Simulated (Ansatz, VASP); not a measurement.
**Two plane-wave programs on Mg**

Contents of INCAR:

```
ALGO = Normal
EDIFF = 1E-7
ENCUT = 520
GGA = CA
ISIF = 2
ISMEAR = 0
LASPH = T
LCHARG = F
LREAL = F
LWAVE = F
NBANDS = 9
NELM = 80
PREC = Accurate
SIGMA = 0.1
```

The input KPOINTS:

```
k-points
0
Gamma
  6 6 4
```

The input POSCAR:

```
Mg
1.0
    3.2093000000      0.0000000000      0.0000000000
   -1.6046500000      2.7793353300      0.0000000000
    0.0000000000      0.0000000000      5.2103000000
Mg
2
Direct
    0.3333333300      0.6666666700      0.2500000000
    0.6666666700      0.3333333300      0.7500000000
```

Input for Ansatz:

```yaml
crystal:
  lattice:
    - [3.2093, 0.0, 0.0]
    - [-1.60465, 2.77933533, 0.0]
    - [0.0, 0.0, 5.2103]
  atoms:
    - { symbol: Mg, position: [0.33333333, 0.66666667, 0.25] }
    - { symbol: Mg, position: [0.66666667, 0.33333333, 0.75] }
basis:
  ecutwfc: 420
kpoints:
  mp_grid: { grid: [6, 6, 4] }
hamiltonian:
  xc: lda
  pseudopotentials: { kind: paw, azcp: { folder: soft_1 } }
scf:
  occupations: { method: gaussian, width: 0.1 }
output:
  forces: true
  stress: true
  eigenvalues: true
```

Alike in both runs: task single point; functional LDA; k mesh 6 × 6 × 4; occupations gaussian, width 0.1 eV; no spin polarisation.

|  | VASP | Ansatz |
| --- | --- | --- |
| version | VASP 6.6.1 | Ansatz 0.2.0 |
| potentials or method | VASP PAW LDA potentials, release 64 (Mg), cutoff 520 eV | scalar-relativistic, plane waves, PAW |
| valence electrons in the cell | 4 | 20 |

VASP gave:

* gap on the k mesh at the Fermi level (eV): none
* pressure (GPa): -2.8
* traceless stress, the component that is largest in VASP (GPa): -0.09

Question: What did Ansatz give for the same quantities?

Answer: gap on the k mesh at the Fermi level (eV): none; pressure (GPa): -2.5; traceless stress, the component that is largest in VASP (GPa): -0.10.

Ansatz warns that its potentials were made for another functional, while VASP's fit it. LDA's correlation is that of Perdew and Zunger in VASP and of Perdew and Wang (1992) in Ansatz. A gap of «none» marks a metal or a gap that the smearing closes. VASP's potentials hold 4 valence electrons a cell and Ansatz's 20, so a difference there can come from the potentials and not from the codes.

The k mesh is coarse, so the values compare programs but aren't converged.
